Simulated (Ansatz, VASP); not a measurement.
## One calculation of RbBr, two programs

Contents of INCAR:

```
SYSTEM = RbBr
  PREC = Accurate
  ENCUT = 520
  EDIFF = 1E-6
  ISMEAR = -1
  SIGMA = 0.05
  LREAL = .False.
  LASPH = .True.
  NELM = 150
  ALGO = Normal
  ISIF = 2
  LWAVE = .False.
  LCHARG = .False.
  MAGMOM = 0 0 0 0 0 0
  LORBIT = 11
  LSORBIT = .True.
  GGA_COMPAT = .False.
  LORBMOM = .True.
  GGA = PS
  NBANDS = 28
```

KPOINTS

```
Automatic mesh
0
Gamma
  5 5 5
  0 0 0
```

The input POSCAR:

```
RbBr
1.0
    0.0000000000      3.4270000000      3.4270000000
    3.4270000000      0.0000000000      3.4270000000
    3.4270000000      3.4270000000      0.0000000000
Rb Br
1 1
Direct
    0.0000000000      0.0000000000      0.0000000000
    0.5000000000      0.5000000000      0.5000000000
```

Contents of input.yaml:

```yaml
crystal:
  lattice:
    - [0.0, 3.427, 3.427]
    - [3.427, 0.0, 3.427]
    - [3.427, 3.427, 0.0]
  atoms:
    - { symbol: Rb, position: [0.0, 0.0, 0.0] }
    - { symbol: Br, position: [0.5, 0.5, 0.5] }
kpoints:
  mp_grid: { grid: [5, 5, 5] }
  band_path:
    path:
      - [0.0, 0.0, 0.0]
      - [0.5, 0.0, 0.5]
      - [0.5, 0.25, 0.75]
      - [0.375, 0.375, 0.75]
      - [0.0, 0.0, 0.0]
      - [0.5, 0.5, 0.5]
      - [0.625, 0.25, 0.625]
      - [0.5, 0.25, 0.75]
    npoints: 12
scf:
  occupations: { method: fermi_dirac, width: 0.05 }
hamiltonian:
  xc: pbesol
  pseudopotentials: { kind: all_electron, lapw: { basis_error: 0.001 } }
magnetization:
  noncollinear: true
  spin_orbit: true
output:
  forces: true
  stress: true
  eigenvalues: true
```

Alike in both runs: functional PBEsol; k mesh 5 × 5 × 5; occupations fermi-dirac, width 0.05 eV; non-collinear spin, spin-orbit coupling.

|  | VASP | Ansatz |
| --- | --- | --- |
| version | VASP 6.6.1 | Ansatz 0.2.0 |
| potentials or method | VASP PAW PBE potentials, release 64 (Rb_sv, Br), cutoff 520 eV | all-electron LAPW, relativistic spinors |
| task | single point | band structure |

Ansatz gave:

| Property | Result |
| --- | --- |
| pressure (GPa) | -0.1 |
| net moment per atom (μB) | 0.00 |

Task: Estimate VASP's values.

Result: Pressure (GPa): 0.0; net moment per atom (μB): 0.00.

VASP's potentials were made for PBE, not for PBEsol. Ansatz ran all-electron here, and VASP with PAW potentials.
